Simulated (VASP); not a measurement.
# ScGaN (P-6m2) in VASP: notebook

The runs below take ScGaN through single point, relaxation of cell and atoms, with PBE.

Program: VASP 6.6.1. These are calculated values, not measurements. Logs are shortened: lines on timing, memory, paths and dates and some standing lists are left out, and cuts for length are marked.

### Step 1. The cell of the first run

Symmetry: P-6m2, No. 187, hexagonal system. The conventional cell has a = 3.688 Å, b = 3.688 Å, c = 3.598 Å, α = 90.00°, β = 90.00°, γ = 120.00°. Within 3.7 Å of Sc (site symmetry -6m2) lie 6 Ga at 2.79 Å and 6 N at 2.79 Å and 8 Sc at 3.60 to 3.69 Å. Within 2.8 Å of Ga (site symmetry -6m2) lie 3 N at 2.13 Å and 6 Sc at 2.79 Å. N (site symmetry -6m2) has 3 Ga at 2.13 Å and 6 Sc at 2.79 Å within 2.8 Å.

### Step 2. Single point, PBE

INCAR reads:

```
SYSTEM = ScGaN
  PREC = Accurate
  ENCUT = 520
  EDIFF = 1E-6
  ISMEAR = 0
  SIGMA = 0.1
  LREAL = .FALSE.
  LASPH = .TRUE.
  NELM = 100
  ALGO = Normal
  ISIF = 2
  LWAVE = .FALSE.
  LCHARG = .TRUE.
  GGA = PE
  LELF = .TRUE.
  LVHAR = .TRUE.
  NBANDS = 22
```

KPOINTS reads:

```
Automatic mesh
0
G
  6 6 4
  0 0 0
```

POSCAR reads:

```
ScGaN
1.0
    3.6875679701     -0.0000000027      0.0000000000
   -1.8437839827      3.1935275417      0.0000000000
    0.0000000000      0.0000000000      3.5975001524
Sc Ga N
1 1 1
Direct
    0.0000000000      0.0000000000      0.0000000000
    0.6666666667      0.3333333333      0.5000000000
    0.3333333333      0.6666666667      0.5000000000
```

Potentials or basis: VASP PAW PBE potentials, release 64 (Sc_sv, Ga_d, N).

Launch:

```bash
> cat potpaw_PBE.64/Sc_sv/POTCAR potpaw_PBE.64/Ga_d/POTCAR potpaw_PBE.64/N/POTCAR > POTCAR
> mpirun -np 1 vasp_std > vasp.out
```

OUTCAR:

```text
SYSTEM = ScGaN
   PREC = Accurate
   ENCUT = 520
   EDIFF = 1E-6
   ISMEAR = 0
   LREAL = .FALSE.
   LASPH = .TRUE.
   NELM = 100
   ISIF = 2
   GGA = PE

 ion  position               nearest neighbor table
   1  0.000  0.000  0.000-   2 2.79   2 2.79   2 2.79   2 2.79   2 2.79   2 2.79
   2  0.667  0.333  0.500-   3 2.13   3 2.13   3 2.13   1 2.79   1 2.79   1 2.79   1 2.79   1 2.79
                             1 2.79
   3  0.333  0.667  0.500-   2 2.13   2 2.13   2 2.13

  LATTYP: Found a hexagonal cell.
 ALAT       =     3.6875679701
 C/A-ratio  =     0.9755752793

  Lattice vectors:

 A1 = (   3.6875679701,  -0.0000000027,   0.0000000000)
 A2 = (  -1.8437839827,   3.1935275417,   0.0000000000)
 A3 = (   0.0000000000,   0.0000000000,   3.5975001524)

Analysis of symmetry for initial positions (statically):
=====================================================================
 Subroutine PRICEL returns:
 Original cell was already a primitive cell.

 Routine SETGRP: Setting up the symmetry group for a
 hexagonal supercell.

 Subroutine GETGRP returns: Found 12 space group operations
 (whereof 12 operations were pure point group operations)
 out of a pool of 24 trial point group operations.

The static configuration has the point symmetry D_3h.

Analysis of symmetry for dynamics (positions and initial velocities):
=====================================================================
 Subroutine PRICEL returns:
 Original cell was already a primitive cell.

 Routine SETGRP: Setting up the symmetry group for a
 hexagonal supercell.

 Subroutine GETGRP returns: Found 12 space group operations
 (whereof 12 operations were pure point group operations)
 out of a pool of 24 trial point group operations.

The dynamic configuration has the point symmetry D_3h.

 Subroutine INISYM returns: Found 12 space group operations
 (whereof 12 operations are pure point group operations),
 and found     1 'primitive' translations

----------------------------------------------------------------------------------------

                                     Primitive cell

  volume of cell :      42.3654

  direct lattice vectors                    reciprocal lattice vectors
     3.687567970 -0.000000003  0.000000000     0.271181442  0.156566678  0.000000000
    -1.843783983  3.193527542  0.000000000     0.000000000  0.313133357  0.000000000
     0.000000000  0.000000000  3.597500152     0.000000000  0.000000000  0.277970801

  length of vectors
     3.687567970  3.687567970  3.597500152     0.313133357  0.313133357  0.277970801

  position of ions in fractional coordinates (direct lattice)
     0.000000000  0.000000000  0.000000000
     0.666666667  0.333333333  0.500000000
     0.333333333  0.666666667  0.500000000

  ion indices of the primitive-cell ions
   primitive index   ion index
                 1           1
                 2           2
                 3           3

----------------------------------------------------------------------------------------

 KPOINTS: Automatic mesh

Automatic generation of k-mesh.
 Grid dimensions read from file:
 generate k-points for:    6    6    4

 Generating k-lattice:

  Cartesian coordinates                     Fractional coordinates (reciprocal lattice)
     0.045196907  0.026094446  0.000000000     0.166666667  0.000000000  0.000000000
     0.000000000  0.052188893  0.000000000    -0.000000000  0.166666667  0.000000000
     0.000000000  0.000000000  0.069492700     0.000000000  0.000000000  0.250000000

  Length of vectors
     0.052188893  0.052188893  0.069492700

  Shift w.r.t. Gamma in fractional coordinates (k-lattice)
     0.000000000  0.000000000  0.000000000

 Subroutine IBZKPT returns following result:
 ===========================================

 Found     21 irreducible k-points:

 Following reciprocal coordinates:
            Coordinates               Weight
  0.000000  0.000000  0.000000      1.000000
  0.166667 -0.000000  0.000000      6.000000
  0.333333 -0.000000  0.000000      6.000000
  0.500000 -0.000000  0.000000      3.000000
  0.166667  0.166667  0.000000      6.000000
  0.333333  0.166667  0.000000     12.000000
[... 13 lines left out ...]
  0.333333  0.166667  0.500000     12.000000
  0.333333  0.333333  0.500000      2.000000
   k-points           NKPTS =     21   k-points in BZ     NKDIM =     21   number of bands    NBANDS=     22
   number of dos      NEDOS =    301   number of ions     NIONS =      3
   total plane-waves  NPLWV =  21952
   dimension x,y,z NGX =    28 NGY =   28 NGZ =   28
   dimension x,y,z NGXF=    56 NGYF=   56 NGZF=   56
   ions per type =               1   1   1
   NGX,Y,Z   is equivalent  to a cutoff of  12.62, 12.62, 12.94 a.u.
   NGXF,Y,Z  is equivalent  to a cutoff of  25.25, 25.25, 25.88 a.u.
 SYSTEM =  ScGaN
   PREC   = accura    normal or accurate (medium, high low for compatibility)
   ISTART =      0    job   : 0-new  1-cont  2-samecut
   ICHARG =      2    charge: 1-file 2-atom 10-const
   ISPIN  =      1    spin polarized calculation?
   LNONCOLLINEAR =      F non collinear calculations
   LSORBIT =      F    spin-orbit coupling
   LASPH  =      T    aspherical Exc in radial PAW
   ENCUT  =  520.0 eV  38.22 Ry    6.18 a.u.   6.86  6.86  6.69*2*pi/ulx,y,z
   NELM   =    100;   NELMIN=  2; NELMDL= -5     # of ELM steps
   EDIFF  = 0.1E-05   stopping-criterion for ELM
   LREAL  =      F    real-space projection
   EDIFFG = 0.1E-04   stopping-criterion for IOM
   NSW    =      0    number of steps for IOM
   IBRION =     -1    ionic relax: 0-MD 1-quasi-New 2-CG
   NFREE  =      0    steps in history (QN), initial steepest desc. (CG)
   ISIF   =      2    stress and relaxation
   ISYM   =      2    0-nonsym 1-usesym 2-fastsym
   POTIM  = 0.5000    time-step for ionic-motion
   TEBEG  =    0.0;   TEEND  =   0.0 temperature during run
   PSTRESS=    0.0 pullay stress
   NELECT =      29.0000    total number of electrons
   NUPDOWN=      -1.0000    fix difference up-down
   EMIN   =  10.00;   EMAX   =-10.00  energy-range for DOS
   EFERMI =   0.00;   METHOD = LEGACY
   ISMEAR =     0;   SIGMA  =   0.10  broadening in eV -4-tet -1-fermi 0-gaus
   EFERMI_NEDOS =   21; number of points for ismear=-14 and -15
   IALGO  =     38    algorithm
   IMIX   =      4    mixing-type and parameters
     AMIX     =   0.40;   BMIX     =  1.00
     AMIX_MAG =   1.60;   BMIX_MAG =  1.00
  volume/ion in A,a.u.               =      14.12        95.30
  Fermi-wavevector in a.u.,A,eV,Ry     =   1.442792  2.726481 28.322542  2.081648
  Thomas-Fermi vector in A             =   2.561272
   LORBIT       =      0    0 simple, 1 ext, 2 COOP (PROOUT), +10 PAW based schemes
   GGA     = PE    functional components
   LHFCALC =     F    Hartree Fock is set to
   AEXX    =    0.0000 exact exchange contribution
   IVDW    =     0    specifies the selected vdW correction
   LEPSILON=     F    determine dielectric tensor
   LRPA    =     F    only Hartree local field effects (RPA)
 non-spin polarized calculation
 Gauss-broadening in eV      SIGMA  =   0.10
  energy-cutoff  :      520.00
  volume of cell :       42.37
 maximum number of plane-waves:      1156
 NGX is ok and might be reduce to    28
   NGX = 13   NGY = 13   NGZ = 13

 number of electron      28.9999999 magnetization

 Free energy of the ion-electron system (eV)
  ---------------------------------------------------
  ext. energy  EPLUGINS =         0.00000000
  ---------------------------------------------------
  free energy    TOTEN  =       -17.67711298 eV

  energy without entropy =      -17.66764870  energy(sigma->0) =      -17.67238084

 E-fermi :   6.5937     XC(G=0): -11.4448

 val. band max:        6.5263396062   @ k =   0.3333   0.3333   0.0000
 cond. band min:       6.6051423147   @ k =   0.3333   0.1667   0.5000
 fundamental gap:      0.0788027085
 Fermi energy:         6.5937342714

 k-point     1 :       0.0000    0.0000    0.0000
  band No.  band energies     occupation
      1     -43.4818      2.00000
      2     -22.1410      2.00000
      3     -22.0741      2.00000
      4     -22.0741      2.00000
      5      -9.6555      2.00000
      6      -8.6529      2.00000
[... 14 lines left out ...]
     21      11.7900      0.00000
     22      12.1205      0.00000

 k-point     2 :       0.1667   -0.0000    0.0000
  band No.  band energies     occupation
      1     -43.4795      2.00000
      2     -22.1378      2.00000
      3     -22.1019      2.00000
      4     -22.0802      2.00000
      5      -9.5387      2.00000
      6      -8.6346      2.00000
[... 14 lines left out ...]
     21      11.9859      0.00000
     22      12.4253      0.00000

 k-point     3 :       0.3333   -0.0000    0.0000
  band No.  band energies     occupation
      1     -43.4750      2.00000
      2     -22.1568      2.00000
      3     -22.1313      2.00000
      4     -22.0924      2.00000
      5      -9.3772      2.00000
      6      -8.5805      2.00000
[... 14 lines left out ...]
     21      12.4198      0.00000
     22      13.6297      0.00000

 k-point     4 :       0.5000   -0.0000    0.0000
  band No.  band energies     occupation
      1     -43.4727      2.00000
      2     -22.1839      2.00000
      3     -22.1280      2.00000
      4     -22.0984      2.00000
      5      -9.3343      2.00000
      6      -8.5559      2.00000
[... 14 lines left out ...]
     21      12.9864      0.00000
     22      13.6158      0.00000

 k-point     5 :       0.1667    0.1667    0.0000
  band No.  band energies     occupation
      1     -43.4761      2.00000
      2     -22.1379      2.00000
      3     -22.1329      2.00000
      4     -22.0947      2.00000
      5      -9.4066      2.00000
      6      -8.6172      2.00000
[... 342 lines left out ...]
 k-point    19 :       0.1667    0.1667    0.5000
  band No.  band energies     occupation
      1     -43.4695      2.00000
      2     -22.2366      2.00000
      3     -22.1218      2.00000
      4     -22.0845      2.00000
      5      -9.3248      2.00000
      6      -8.6068      2.00000
[... 14 lines left out ...]
     21      11.6404      0.00000
     22      13.6612      0.00000

 k-point    20 :       0.3333    0.1667    0.5000
  band No.  band energies     occupation
      1     -43.4663      2.00000
      2     -22.2251      2.00000
      3     -22.1506      2.00000
      4     -22.1016      2.00000
      5      -9.2856      2.00000
      6      -8.5670      2.00000
[... 14 lines left out ...]
     21      11.2548      0.00000
     22      11.6773      0.00000

 k-point    21 :       0.3333    0.3333    0.5000
  band No.  band energies     occupation
      1     -43.4652      2.00000
      2     -22.2214      2.00000
      3     -22.1346      2.00000
      4     -22.1330      2.00000
      5      -9.2609      2.00000
      6      -8.5581      2.00000
[... 14 lines left out ...]
     21      10.6605      0.00000
     22      11.8559      0.00000

------------------------ aborting loop because EDIFF is reached ----------------------------------------

  FORCE on cell =-STRESS in cart. coord.  units (eV):
  Direction    XX          YY          ZZ          XY          YZ          ZX
  --------------------------------------------------------------------------------------
  -------------------------------------------------------------------------------------
  Total        0.1013316      0.1013316      0.0341673      0.0000000      0.0000000      0.0000000
  in kB        3.8321620      3.8321620      1.2921392      0.0000000      0.0000000      0.0000000
  external PRESSURE =       2.9854877 kB  Pullay stress =       0.0000000 kB

 VOLUME and BASIS-vectors are now :
 -----------------------------------------------------------------------------
  energy-cutoff  :      520.00
  volume of cell :       42.37
      direct lattice vectors                 reciprocal lattice vectors
     3.687567970 -0.000000003  0.000000000     0.271181442  0.156566678  0.000000000
    -1.843783983  3.193527542  0.000000000     0.000000000  0.313133357  0.000000000
     0.000000000  0.000000000  3.597500152     0.000000000  0.000000000  0.277970801

 POSITION                                       TOTAL-FORCE (eV/Angst)
 -----------------------------------------------------------------------------------
      0.00000      0.00000      0.00000         0.000000     -0.000000      0.000000
      1.84378      1.06451      1.79875        -0.000000      0.000000      0.000000
      0.00000      2.12902      1.79875         0.000000     -0.000000      0.000000
 -----------------------------------------------------------------------------------
    total drift:                                0.000001     -0.000000      0.000000

  FREE ENERGIE OF THE ION-ELECTRON SYSTEM (eV)
  ---------------------------------------------------
  free  energy   TOTEN  =       -17.6771129809 eV

  energy  without entropy=      -17.6676487033  energy(sigma->0) =      -17.67238084
```

Wall time 11 s (1 thread of AMD EPYC 9R45 (Zen 5), shared host); peak memory 0.14 GiB.

What came out:

- Free energy: -17.6771 eV
- Pressure: 0.3 GPa

Stress tensor (GPa, compression positive):
```
0.38 0.00 0.00
0.00 0.38 0.00
0.00 0.00 0.13
```

Caveat: the k points lie up to 0.44 Å⁻¹ apart.

(Continued in part 2 of 2.)
